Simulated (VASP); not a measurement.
A run of VASP 6.6.1 is set up as follows.

The input INCAR:

```
PREC     = Accurate       # precision mode
ENCUT    = 520            # plane-wave cutoff, eV
EDIFF    = 1E-6           # SCF threshold, eV
ISMEAR   = 0              # smearing method
SIGMA    = 0.1            # smearing width, eV
LREAL    = False          # projectors in reciprocal space
LASPH    = True           # aspherical terms in the spheres
NELM     = 100            # most SCF steps
ALGO     = Normal         # electronic algorithm
ISIF     = 2              # what is computed and relaxed
LWAVE    = False          # write WAVECAR
LCHARG   = False          # write CHGCAR
GGA      = PE             # functional
NBANDS   = 14             # bands
```

Contents of KPOINTS:

```
regular mesh
0
Gamma
  18 18 16
```

POSCAR

```
HfN
1.0
    3.0661032385      0.0000000000      0.0000000000
    0.0000000000      3.0661032385      0.0000000000
    0.0000000000      0.0000000000      3.4211337182
Hf N
1 1
Direct
    0.5000000000      0.5000000000      0.0000000000
    0.0000000000      0.0000000000      0.0000000000
```

Potentials or basis: VASP PAW PBE potentials, release 64 (Hf_pv, N).

The run is started by

```console
$ cat potpaw_PBE.64/Hf_pv/POTCAR potpaw_PBE.64/N/POTCAR > POTCAR
$ mpirun -np 1 vasp_std > vasp.out
```

Predict the band gap on the k mesh.

zero (an odd number of electrons rules out a gap without spin polarisation).

What does it give for the pressure?

-1.1 GPa.

Stress tensor (GPa, compression positive):
```
-1.62  0.00  0.00
 0.00 -1.62  0.00
 0.00  0.00 -0.05
```

Caveat: spin-orbit coupling is left out, which moves the levels of the heavy elements.
